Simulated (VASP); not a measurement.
Here is a VASP 6.6.1 calculation.

File POSCAR:

```
Cu
1.0
   -1.4788631530      1.4788631530      1.3760814500
    1.4788631530     -1.4788631530      1.3760814500
    1.4067234870      1.4067234870     -1.3760814500
Cu
1
Direct
    0.0000000000      0.0000000000      0.0000000000
```

File INCAR.step1:

```
SYSTEM = Cu
PREC     = Accurate       ! precision mode
ENCUT    = 520            ! plane-wave cutoff, eV
ISMEAR   = 0              ! smearing method
SIGMA    = 0.15           ! smearing width, eV
LREAL    = .False.        ! projectors in reciprocal space
LASPH    = .True.         ! aspherical terms in the spheres
NELM     = 100            ! most SCF steps
NBANDS   = 12             ! bands
GGA      = PE             ! functional
ALGO     = Normal         ! electronic algorithm
EDIFF    = 1E-4           ! SCF threshold, eV
LWAVE    = .True.         ! write WAVECAR
LCHARG   = .False.        ! write CHGCAR
```

Contents of INCAR.step2:

```
SYSTEM = Cu
PREC     = Accurate       ! precision mode
ENCUT    = 520            ! plane-wave cutoff, eV
EDIFF    = 1E-7           ! SCF threshold, eV
ISMEAR   = 0              ! smearing method
SIGMA    = 0.15           ! smearing width, eV
LREAL    = .False.        ! projectors in reciprocal space
LASPH    = .True.         ! aspherical terms in the spheres
NELM     = 100            ! most SCF steps
ALGO     = Normal         ! electronic algorithm
ISIF     = 2              ! what is computed and relaxed
LWAVE    = .False.        ! write WAVECAR
LCHARG   = .True.         ! write CHGCAR
METAGGA  = R2SCAN         ! meta-GGA
LMIXTAU  = .True.       
LELF     = .True.         ! ELF
LVHAR    = .True.       
NBANDS   = 12             ! bands
ISTART   = 1
```

The input KPOINTS:

```
Automatic mesh
0
Gamma
  24 24 24
  0 0 0
```

Potentials or basis: VASP PAW PBE potentials, release 64 (Cu).

Launch:

```sh
$ cat potpaw_PBE.64/Cu/POTCAR > POTCAR
$ cp INCAR.step1 INCAR
$ mpirun -np 1 vasp_std > vasp.out
$ cp INCAR.step2 INCAR
$ mpirun -np 1 vasp_std > vasp.out
```

(1) Estimate the pressure.

Results:

(1) 1.5 GPa.

Caveat: the cell differs from its parent crystal (strain -0.0500 x Voigt [0, 0, 0, 0, 0, 1]); the PAW data sets were made with another functional, which shifts forces and pressure a little.
